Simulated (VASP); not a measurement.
A run of VASP 6.6.1:

File INCAR:

```
SYSTEM = WC
  ALGO = Normal
  EDIFF = 1E-7
  ENCUT = 520
  GGA = PE
  ISIF = 2
  ISMEAR = -1
  LASPH = .True.
  LCHARG = .False.
  LREAL = Auto
  LWAVE = .False.
  NBANDS = 126
  NELM = 100
  PREC = Accurate
  SIGMA = 0.1
```

The input KPOINTS:

```
k-points
0
Gamma
  3 3 1
  0 0 0
```

File POSCAR:

```
WC
1.0
    5.8034000000      0.0000000000      0.0000000000
   -2.9017000000      5.0258920000      0.0000000000
    0.0000000000      0.0000000000     19.0850000000
W C
12 12
Direct
    0.0000000000      0.0000000000      0.0523971706
   -0.0004833814     -0.0006565999      0.2020696882
    0.0018265155      0.0000000000      0.3525072046
    0.0000040393      0.4999908474      0.0523971706
   -0.0023407918      0.5016422955      0.1998690071
    0.0044921960      0.5145156322      0.3565837045
    0.5000000000      0.0000000000      0.0523971706
    0.5021038359      0.0007958786      0.2000681163
    0.4858140033      0.0053323868      0.3548807964
    0.4999868081      0.4999908474      0.0523971706
    0.4972218954      0.4965287754      0.2007807178
    0.5014847057      0.5074323125      0.3541734346
    0.3333198761      0.1666569835      0.1266439612
    0.3277897841      0.1697609101      0.2728477862
    0.3257726411      0.1757896907      0.4106995022
    0.3333338639      0.6666677278      0.1266439612
    0.3314800798      0.6699905211      0.2735394289
    0.3243713539      0.6623898802      0.4147131255
    0.8333371074      0.1666569835      0.1266439612
    0.8372805581      0.1724072065      0.2704532355
    0.8186937711      0.1485706418      0.4084569033
    0.8333338639      0.6666677278      0.1266439612
    0.8351201275      0.6760988895      0.2767513754
    0.8286574925      0.6754422896      0.4144720985
```

Potentials or basis: VASP PAW PBE potentials, release 64 (W_sv, C).

Command:

```bash
$ cat potpaw_PBE.64/W_sv/POTCAR potpaw_PBE.64/C/POTCAR > POTCAR
$ mpirun -np 1 vasp_std > vasp.out
```

Hardware: 1 thread of Oxide Virtual Turin-like Processor, with other jobs on the host.

**Question.** Estimate the wall time of this run.

**Answer.** Wall time 31 min on 1 thread of Oxide Virtual Turin-like Processor, on a shared host, peak memory 0.74 GiB. Counts: scf iterations 34, k points 5.
